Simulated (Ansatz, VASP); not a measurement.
## CoO in VASP and in Ansatz

INCAR

```
  PREC = Accurate
  ENCUT = 520
  EDIFF = 1E-7
  ISMEAR = 0
  SIGMA = 0.1
  LREAL = F
  LASPH = T
  NELM = 150
  ALGO = Normal
  ISIF = 2
  LWAVE = F
  LCHARG = F
  ISPIN = 2
  MAGMOM = 2.62 0.29
  LORBIT = 11
  LMAXMIX = 4
  GGA = PE
  NBANDS = 18
```

The input KPOINTS:

```
Automatic mesh
0
Gamma
  18 18 18
```

The input POSCAR:

```
CoO
1.0
    1.5054695445      0.8691832468      2.4399269062
   -1.5054695445      0.8691832468      2.4399269062
    0.0000000000     -1.7383664936      2.4399269062
Co O
1 1
Direct
    0.0000000000      0.0000000000      0.0000000000
    0.5000000000      0.5000000000      0.5000000000
```

Input for Ansatz:

```yaml
crystal:
  lattice:
    - [1.5054695445, 0.8691832468, 2.4399269062]
    - [-1.5054695445, 0.8691832468, 2.4399269062]
    - [0.0, -1.7383664936, 2.4399269062]
  atoms:
    - { symbol: Co, position: [0.0, 0.0, 0.0], spin: 2.62 }
    - { symbol: O, position: [0.5, 0.5, 0.5], spin: 0.29 }
basis:
  ecutwfc: 420
kpoints:
  mp_grid: { grid: [18, 18, 18] }
hamiltonian:
  xc: pbe
scf:
  occupations: { method: gaussian, width: 0.1 }
output:
  forces: true
  stress: true
  eigenvalues: true
  populations: true
  write_density: true
  write_potential: true
  elf: true
  volumetric_format: npy
magnetization:
  spin_polarized: true
```

Alike in both runs: task single point; functional PBE; k mesh 18 × 18 × 18; occupations gaussian, width 0.1 eV; collinear spin.

|  | VASP | Ansatz |
| --- | --- | --- |
| version | VASP 6.6.1 | Ansatz 0.2.0 |
| potentials or method | VASP PAW PBE potentials, release 64 (Co, O), cutoff 520 eV | scalar-relativistic, plane waves, PAW |
| valence electrons in the cell | 15 | 23 |

Ansatz gave:

| Property | Result |
| --- | --- |
| gap on the k mesh at the Fermi level (eV) | none |
| pressure (GPa) | 0.1 |
| traceless stress, the component that is largest in VASP (GPa) | -0.37 |
| net moment per atom (μB) | 1.46 |
| size of the moment on the site where the two differ most (μB) | 2.49 |

What did VASP give for the same quantities?

gap on the k mesh at the Fermi level (eV): none; pressure (GPa): -0.6; traceless stress, the component that is largest in VASP (GPa): -0.34; net moment per atom (μB): 1.44; size of the moment on the site where the two differ most (μB): 2.54.

Site moments also hang on the region over which each program counts them. A gap of «none» marks a metal or a gap that the smearing closes. VASP's potentials hold 15 valence electrons a cell and Ansatz's 23, so a difference there can come from the potentials and not from the codes.
